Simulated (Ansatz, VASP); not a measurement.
## One calculation of Rh, two programs

```
CELL_PARAMETERS angstrom
0.00000 1.87087 1.96442
1.87087 0.00000 1.96442
1.87087 1.87087 0.00000
ATOMIC_POSITIONS crystal
Rh 0.00000 0.00000 0.00000
```

Alike in both runs: task single point; functional LDA; k mesh 24 × 24 × 24; occupations gaussian, width 0.15 eV; no spin polarisation.

|  | VASP | Ansatz |
| --- | --- | --- |
| version | VASP 6.6.1 | Ansatz 0.2.0 |
| potentials or method | VASP PAW LDA potentials, release 64 (Rh_pv), cutoff 520 eV | scalar-relativistic, plane waves, PAW |
| valence electrons in the cell | 15 | 17 |

```tsv
	VASP	Ansatz	Ansatz less VASP
gap on the k mesh at the Fermi level (eV)	none	none	-
pressure (GPa)	-9.9	-10.8	-0.88
traceless stress, the component that is largest in VASP (GPa)	-8.25	-8.28	-0.022
```

LDA's correlation is that of Perdew and Zunger in VASP and of Perdew and Wang (1992) in Ansatz. A gap of «none» marks a metal or a gap that the smearing closes. VASP's potentials hold 15 valence electrons a cell and Ansatz's 17, so a difference there can come from the potentials and not from the codes.
